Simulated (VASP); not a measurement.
Here is a VASP 6.6.1 calculation.

INCAR

```
SYSTEM = Cd3Hg5Se8
  ALGO = Normal
  EDIFF = 1E-6
  ENCUT = 500
  GGA = PS
  GGA_COMPAT = .False.
  ISIF = 2
  ISMEAR = -1
  ISYM = -1
  LASPH = .True.
  LCHARG = .False.
  LREAL = Auto
  LWAVE = .False.
  NBANDS = 326
  NELM = 120
  PREC = Accurate
  SIGMA = 0.05
```

KPOINTS

```
explicit points
1
Reciprocal
  0.25000000   0.25000000   0.25000000 1
```

The input POSCAR:

```
Cd3Hg5Se8
1.0
   12.2281633698      0.0000000000      0.0000000000
    0.0000000000     12.2281633698      0.0000000000
    0.0000000000      0.0000000000     12.2281633698
Cd Hg Se
12 20 32
Direct
    0.9979340000      0.9986980000      0.9980500000
    0.9996260000      0.4999720000      0.9994110000
    0.4997020000      0.9993290000      0.4982910000
    0.7493410000      0.7500190000      0.9999010000
    0.7488360000      0.7507430000      0.4992190000
    0.2485950000      0.4995060000      0.2493260000
    0.2493770000      0.4996610000      0.7494820000
    0.7488380000      0.9998290000      0.7480040000
    0.9990690000      0.7490740000      0.2480480000
    0.9987460000      0.7502960000      0.7491150000
    0.4998690000      0.2488850000      0.7488660000
    0.4988210000      0.7490520000      0.2492770000
    0.0003280000      0.9995390000      0.5005660000
    0.0025930000      0.5020560000      0.5018910000
    0.5013770000      0.0008270000      0.0012040000
    0.5010880000      0.5016320000      0.9994990000
    0.5017750000      0.5028370000      0.5001150000
    0.2511920000      0.2510310000      0.0021150000
    0.2525510000      0.2514000000      0.5020460000
    0.2497430000      0.7501520000      0.0004350000
    0.2518300000      0.7520110000      0.4991010000
    0.7507930000      0.2508960000      0.0002360000
    0.7509550000      0.2508930000      0.5021330000
    0.2490560000      0.0003040000      0.2499520000
    0.2498390000      0.0009620000      0.7516780000
    0.7513160000      0.9993390000      0.2513720000
    0.7525510000      0.5019870000      0.2509560000
    0.7517660000      0.5007020000      0.7522410000
    0.0020420000      0.2501380000      0.2501540000
    0.0010900000      0.2498160000      0.7521900000
    0.5011270000      0.2509050000      0.2518620000
    0.5005910000      0.7513200000      0.7510410000
    0.1225740000      0.1225580000      0.1218460000
    0.1242920000      0.1246720000      0.6241230000
    0.1232120000      0.6232390000      0.1246520000
    0.1259750000      0.6268330000      0.6263490000
    0.6252570000      0.1249250000      0.1255230000
    0.6228080000      0.1231940000      0.6237190000
    0.6248630000      0.6258940000      0.1247300000
    0.6260160000      0.6256820000      0.6252560000
    0.3751550000      0.3758870000      0.1256230000
    0.3760520000      0.3764000000      0.6260640000
    0.3746490000      0.8741520000      0.1243720000
    0.3750590000      0.8759040000      0.6245120000
    0.8752090000      0.3752360000      0.1242520000
    0.8756460000      0.3752730000      0.6252000000
    0.8744200000      0.8735100000      0.1233860000
    0.8728270000      0.8735510000      0.6244250000
    0.3741230000      0.1240550000      0.3744930000
    0.3751520000      0.1253970000      0.8748730000
    0.3733660000      0.6236420000      0.3724930000
    0.3732200000      0.6241660000      0.8730260000
    0.8745590000      0.1250040000      0.3746780000
    0.8728770000      0.1227450000      0.8731070000
    0.8755000000      0.6267820000      0.3760440000
    0.8757120000      0.6262980000      0.8761080000
    0.1252180000      0.3749080000      0.3750880000
    0.1249970000      0.3760580000      0.8752200000
    0.1224000000      0.8729070000      0.3727070000
    0.1226770000      0.8738590000      0.8737360000
    0.6257090000      0.3756300000      0.3748780000
    0.6231810000      0.3733670000      0.8730860000
    0.6226330000      0.8730240000      0.3739170000
    0.6260390000      0.8752630000      0.8748620000
```

Potentials or basis: VASP PAW PBE potentials, release 64 (Cd, Hg, Se).

Launch:

```console
$ cat potpaw_PBE.64/Cd/POTCAR potpaw_PBE.64/Hg/POTCAR potpaw_PBE.64/Se/POTCAR > POTCAR
$ mpirun -np 1 vasp_std > vasp.out
```

**Question.** Predict the largest force.

**Answer.** 0.034 eV/Å.

**Question.** What does it give for the pressure?

**Answer.** 0.3 GPa.

**Question.** Predict the band gap on the k mesh.

**Answer.** 0.96 eV.

Stress tensor (GPa, compression positive):
```
 0.30 -0.13 -0.12
-0.13  0.30 -0.09
-0.12 -0.09  0.31
```

Caveat: the PAW data sets were made with another functional, which shifts forces and pressure a little; spin-orbit coupling is left out, which moves the levels of the heavy elements; a shifted mesh leaves out Γ, where band edges can lie. A k mesh can miss the band edges.
